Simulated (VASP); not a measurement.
Here is a VASP 6.6.1 calculation.

POSCAR

```
MgO
1.0
   -0.6646201162      1.8277053197      1.8277053197
    1.8277053197     -0.6646201162      1.8277053197
    1.8277053197      1.8277053197     -0.6646201162
Mg O
1 1
Direct
    0.0000000000      0.0000000000      0.0000000000
    0.5000000000      0.5000000000      0.5000000000
```

Contents of INCAR.step1:

```
  ALGO = Normal
  EDIFF = 1E-4
  ENCUT = 520
  GGA = PE
  ISMEAR = 0
  LASPH = True
  LCHARG = False
  LREAL = False
  LWAVE = True
  NBANDS = 11
  NELM = 100
  PREC = Accurate
  SIGMA = 0.05
```

INCAR.step2

```
  ALGO = Normal
  EDIFF = 1E-7
  ENCUT = 520
  ISIF = 2
  ISMEAR = 0
  ISTART = 1
  LASPH = True
  LCHARG = True
  LELF = True
  LMIXTAU = True
  LREAL = False
  LVHAR = True
  LWAVE = False
  METAGGA = R2SCAN
  NBANDS = 11
  NELM = 100
  PREC = Accurate
  SIGMA = 0.05
```

KPOINTS

```
k-points
0
Gamma
  10 10 10
```

Potentials or basis: VASP PAW PBE potentials, release 64 (Mg, O).

The run is started by

```console
$ cat potpaw_PBE.64/Mg/POTCAR potpaw_PBE.64/O/POTCAR > POTCAR
$ cp INCAR.step1 INCAR
$ mpirun -np 1 vasp_std > vasp.out
$ cp INCAR.step2 INCAR
$ mpirun -np 1 vasp_std > vasp.out
```

Question: Estimate the pressure.

Answer: -3.6 GPa.

Question: Estimate the band gap on the k mesh.

Answer: 3.55 eV, indirect (least direct gap 3.73 eV).

Stress tensor (GPa, compression positive):
```
-3.61  9.85  9.85
 9.85 -3.61  9.85
 9.85  9.85 -3.61
```

Caveat: the PAW data sets were made with another functional, which shifts forces and pressure a little. A k mesh can miss the band edges.
